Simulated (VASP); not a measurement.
# Si2Sn in VASP: notebook

The runs below take Si2Sn through single point, with PBE.

All numbers are computed with VASP 6.6.1; they aren't measurements. Logs are shortened: lines on timing, memory, paths and dates and some standing lists are left out, and cuts for length are marked.

## (1) The cell of the first run

Symmetry: P6/mmm, No. 191, hexagonal system. The conventional cell has a = 2.949 Å, b = 2.949 Å, c = 7.984 Å, α = 90.00°, β = 90.00°, γ = 120.00°. Within 3.3 Å of Si (site symmetry 6mm) lie 7 Si at 2.47 to 2.95 Å and 1 Sn at 2.76 Å. Within 3.6 Å of Sn (site symmetry 6/mmm) lie 2 Si at 2.76 Å and 6 Sn at 2.95 Å.

The cell was built from a structure type or drawn by symmetry, and may not be a known phase.

## (2) Single point, PBE

The input, INCAR:

```
ALGO     = Normal         # electronic algorithm
EDIFF    = 1E-6           # SCF threshold, eV
ENCUT    = 500            # plane-wave cutoff, eV
GGA      = PE             # functional
GGA_COMPAT= F            
ISIF     = 2              # what is computed and relaxed
ISMEAR   = 0              # smearing method
LASPH    = T              # aspherical terms in the spheres
LCHARG   = T              # write CHGCAR
LELF     = T              # ELF
LREAL    = F              # projectors in reciprocal space
LVHAR    = T            
LWAVE    = F              # write WAVECAR
NBANDS   = 18             # bands
NELM     = 120            # most SCF steps
PREC     = Accurate       # precision mode
SIGMA    = 0.2            # smearing width, eV
```

The input, KPOINTS:

```
k-points
0
Gamma
  7 7 3
```

The input, POSCAR:

```
Si2Sn
1.0
    2.9494863470     -0.0000000026      0.0000000000
   -1.4747431713      2.5543301059      0.0000000000
    0.0000000000      0.0000000000      7.9838726369
Si Sn
2 1
Direct
    0.0000000000      0.0000000000      0.8455629101
    0.0000000000      0.0000000000      0.1544370899
    0.0000000000      0.0000000000      0.5000000000
```

Potentials or basis: VASP PAW PBE potentials, release 64 (Si, Sn_d).

Launch:

```sh
> cat potpaw_PBE.64/Si/POTCAR potpaw_PBE.64/Sn_d/POTCAR > POTCAR
> mpirun -np 1 vasp_std > vasp.out
```

OUTCAR:

```text
EDIFF = 1E-6
   ENCUT = 500
   GGA = PE
   ISIF = 2
   ISMEAR = 0
   LASPH = T
   LREAL = F
   NELM = 120
   PREC = Accurate

 ion  position               nearest neighbor table
   1  0.000  0.000  0.846-   2 2.47   3 2.76
   2  0.000  0.000  0.154-   1 2.47   3 2.76
   3  0.000  0.000  0.500-   1 2.76   2 2.76

  LATTYP: Found a hexagonal cell.
 ALAT       =     2.9494863470
 C/A-ratio  =     2.7068688231

  Lattice vectors:

 A1 = (   2.9494863470,  -0.0000000026,   0.0000000000)
 A2 = (  -1.4747431713,   2.5543301059,   0.0000000000)
 A3 = (   0.0000000000,   0.0000000000,   7.9838726369)

Analysis of symmetry for initial positions (statically):
=====================================================================
 Subroutine PRICEL returns:
 Original cell was already a primitive cell.

 Routine SETGRP: Setting up the symmetry group for a
 hexagonal supercell.

 Subroutine GETGRP returns: Found 24 space group operations
 (whereof 24 operations were pure point group operations)
 out of a pool of 24 trial point group operations.

The static configuration has the point symmetry D_6h.

Analysis of symmetry for dynamics (positions and initial velocities):
=====================================================================
 Subroutine PRICEL returns:
 Original cell was already a primitive cell.

 Routine SETGRP: Setting up the symmetry group for a
 hexagonal supercell.

 Subroutine GETGRP returns: Found 24 space group operations
 (whereof 24 operations were pure point group operations)
 out of a pool of 24 trial point group operations.

The dynamic configuration has the point symmetry D_6h.

 Subroutine INISYM returns: Found 24 space group operations
 (whereof 24 operations are pure point group operations),
 and found     1 'primitive' translations

----------------------------------------------------------------------------------------

                                     Primitive cell

  volume of cell :      60.1502

  direct lattice vectors                    reciprocal lattice vectors
[... 72 lines left out ...]
   ISTART =      0    job   : 0-new  1-cont  2-samecut
   ICHARG =      2    charge: 1-file 2-atom 10-const
   ISPIN  =      1    spin polarized calculation?
   LNONCOLLINEAR =      F non collinear calculations
   LSORBIT =      F    spin-orbit coupling
   LASPH  =      T    aspherical Exc in radial PAW
   ENCUT  =  500.0 eV  36.75 Ry    6.06 a.u.   5.38  5.38 14.56*2*pi/ulx,y,z
   NELM   =    120;   NELMIN=  2; NELMDL= -5     # of ELM steps
   EDIFF  = 0.1E-05   stopping-criterion for ELM
   LREAL  =      F    real-space projection
   EDIFFG = 0.1E-04   stopping-criterion for IOM
   NSW    =      0    number of steps for IOM
   IBRION =     -1    ionic relax: 0-MD 1-quasi-New 2-CG
   NFREE  =      0    steps in history (QN), initial steepest desc. (CG)
   ISIF   =      2    stress and relaxation
   ISYM   =      2    0-nonsym 1-usesym 2-fastsym
   POTIM  = 0.5000    time-step for ionic-motion
   TEBEG  =    0.0;   TEEND  =   0.0 temperature during run
   PSTRESS=    0.0 pullay stress
   NELECT =      22.0000    total number of electrons
   NUPDOWN=      -1.0000    fix difference up-down
   EMIN   =  10.00;   EMAX   =-10.00  energy-range for DOS
   EFERMI =   0.00;   METHOD = LEGACY
   ISMEAR =     0;   SIGMA  =   0.20  broadening in eV -4-tet -1-fermi 0-gaus
   EFERMI_NEDOS =   21; number of points for ismear=-14 and -15
   IALGO  =     38    algorithm
   IMIX   =      4    mixing-type and parameters
     AMIX     =   0.40;   BMIX     =  1.00
     AMIX_MAG =   1.60;   BMIX_MAG =  1.00
  volume/ion in A,a.u.               =      20.05       135.30
  Fermi-wavevector in a.u.,A,eV,Ry     =   1.170766  2.212427 18.649407  1.370693
  Thomas-Fermi vector in A             =   2.307220
   LORBIT       =      0    0 simple, 1 ext, 2 COOP (PROOUT), +10 PAW based schemes
   GGA     = PE    functional components
   LHFCALC =     F    Hartree Fock is set to
   AEXX    =    0.0000 exact exchange contribution
   IVDW    =     0    specifies the selected vdW correction
   LEPSILON=     F    determine dielectric tensor
   LRPA    =     F    only Hartree local field effects (RPA)
 non-spin polarized calculation
 Gauss-broadening in eV      SIGMA  =   0.20
  energy-cutoff  :      500.00
  volume of cell :       60.15
 maximum number of plane-waves:      1565
 NGX is ok and might be reduce to    24
   NGX = 11   NGY = 11   NGZ = 29

 number of electron      22.0000007 magnetization

 Free energy of the ion-electron system (eV)
  ---------------------------------------------------
  ext. energy  EPLUGINS =         0.00000000
  ---------------------------------------------------
  free energy    TOTEN  =       -13.26683632 eV

  energy without entropy =      -13.24391020  energy(sigma->0) =      -13.25537326

 E-fermi :   8.5002     XC(G=0): -10.5016

 val. band max:        7.9743040529   @ k =   0.2857   0.2857   0.0000
 cond. band min:       8.5108436688   @ k =   0.2857   0.0000   0.3333
 fundamental gap:      0.5365396158
 Fermi energy:         8.5002252700

 k-point     1 :       0.0000    0.0000    0.0000
  band No.  band energies     occupation
      1     -13.6301      2.00000
      2     -13.5987      2.00000
      3     -13.5987      2.00000
      4     -13.2588      2.00000
      5     -13.2588      2.00000
      6      -4.2264      2.00000
[... 313 lines left out ...]
      5     -13.2550      2.00000
      6       1.2186      2.00000
[... 10 lines left out ...]
     17      13.5907      0.00000
     18      13.9416      0.00000

------------------------ aborting loop because EDIFF is reached ----------------------------------------

  FORCE on cell =-STRESS in cart. coord.  units (eV):
  Direction    XX          YY          ZZ          XY          YZ          ZX
  --------------------------------------------------------------------------------------
  -------------------------------------------------------------------------------------
  Total        0.0671688      0.0671688      0.0910819     -0.0000000     -0.0000000      0.0000000
  in kB        1.7891277      1.7891277      2.4260834     -0.0000000     -0.0000000      0.0000000
  external PRESSURE =       2.0014463 kB  Pullay stress =       0.0000000 kB

 VOLUME and BASIS-vectors are now :
 -----------------------------------------------------------------------------
  energy-cutoff  :      500.00
  volume of cell :       60.15
      direct lattice vectors                 reciprocal lattice vectors
     2.949486347 -0.000000003  0.000000000     0.339042085  0.195746039  0.000000000
    -1.474743171  2.554330106  0.000000000     0.000000000  0.391492078  0.000000000
     0.000000000  0.000000000  7.983872637     0.000000000  0.000000000  0.125252499

 POSITION                                       TOTAL-FORCE (eV/Angst)
 -----------------------------------------------------------------------------------
      0.00000      0.00000      6.75087        -0.000000     -0.000000      0.024326
      0.00000      0.00000      1.23301         0.000000      0.000000     -0.024326
      0.00000      0.00000      3.99194         0.000000     -0.000000      0.000000
 -----------------------------------------------------------------------------------
    total drift:                                0.000000      0.000000      0.000000

  FREE ENERGIE OF THE ION-ELECTRON SYSTEM (eV)
  ---------------------------------------------------
  free  energy   TOTEN  =       -13.2668363167 eV

  energy  without entropy=      -13.2439102020  energy(sigma->0) =      -13.25537326
```

stdout:

```text
POSCAR found type information on POSCAR SiSn
 POSCAR found :  2 types and       3 ions
 scaLAPACK will be used
 LDA part: xc-table for (Slater+PW92), standard interpolation
 POSCAR, INCAR and KPOINTS ok, starting setup
 FFT: planning ... GRIDC
 FFT: planning ... GRID_SOFT
 FFT: planning ... GRID
 WAVECAR not read
 entering main loop
```

Wall time 13 s (1 thread of AMD EPYC 9R45 (Zen 5), shared host); peak memory 0.15 GiB.

What came out:

```yaml
Free_energy: -13.2668 eV
Pressure: 0.2 GPa
Largest_force: 0.024 eV/Å
Band_gap_on_the_k_mesh: zero (bands 11 and 12 overlap by 8.18 eV)
```

Forces in eV/Å, atoms in the order of the input:
```
Si   0.000  0.000  0.024
Si   0.000  0.000 -0.024
Sn   0.000  0.000  0.000
```

Caveat: spin-orbit coupling is left out, which moves the levels of the heavy elements.

## (3) Single point, PBE

This run uses another cell than the first one, of 19.12 Å³/atom.

The input, INCAR:

```
SYSTEM = Si2Sn
  ALGO = Normal
  EDIFF = 1E-6
  ENCUT = 500
  GGA = PE
  GGA_COMPAT = .FALSE.
  ISIF = 2
  ISMEAR = 0
  LASPH = .TRUE.
  LCHARG = .FALSE.
  LREAL = .FALSE.
  LWAVE = .FALSE.
  NBANDS = 18
  NELM = 120
  PREC = Accurate
  SIGMA = 0.2
```

The input, KPOINTS:

```
k-points
0
G
  5 5 6
  0 0 0
```

The input, POSCAR:

```
Si2Sn
1.0
    4.5830123975      0.0000000000      0.0000000000
   -2.2915061988      3.9690051621      0.0000000000
    0.0000000000      0.0000000000      3.1533481656
Si Sn
2 1
Direct
    0.3333333333      0.6666666667      0.5036310132
    0.6666666667      0.3333333333      0.4963689868
    0.0000000000      0.0000000000      0.0000000000
```

Potentials or basis: VASP PAW PBE potentials, release 64 (Si, Sn_d).

Launch:

```sh
> cat potpaw_PBE.64/Si/POTCAR potpaw_PBE.64/Sn_d/POTCAR > POTCAR
> mpirun -np 1 vasp_std > vasp.out
```

It took 14 s on 1 thread of AMD EPYC 9R45 (Zen 5), shared host; peak memory 0.15 GiB.

It converged, with:

* Free energy: -13.2254 eV
* Pressure: -0.4 GPa
* Largest force: 0.016 eV/Å
* Band gap on the k mesh: zero (bands 11 and 12 overlap by 5.06 eV)

Forces on the atoms (eV/Å):
```
Si   0.000  0.000 -0.016
Si   0.000  0.000  0.016
Sn   0.000  0.000  0.000
```

Stress tensor (GPa, compression positive):
```
-0.39  0.00  0.00
 0.00 -0.39  0.00
 0.00  0.00 -0.31
```

Levels at points of the mesh, in eV from the Fermi level:
```tsv
k point	band 9	band 10	band 11	band 12	band 13	band 14
(0.00, 0.00, 0.00)	-3.01	-3.01	-2.70	-2.70	1.27	4.46
(0.00, 0.00, 0.50)	-1.56	-1.34	0.19	0.44	0.75	1.24
```

Caveat: spin-orbit coupling is left out, which moves the levels of the heavy elements.

[end of part 1 of 2]
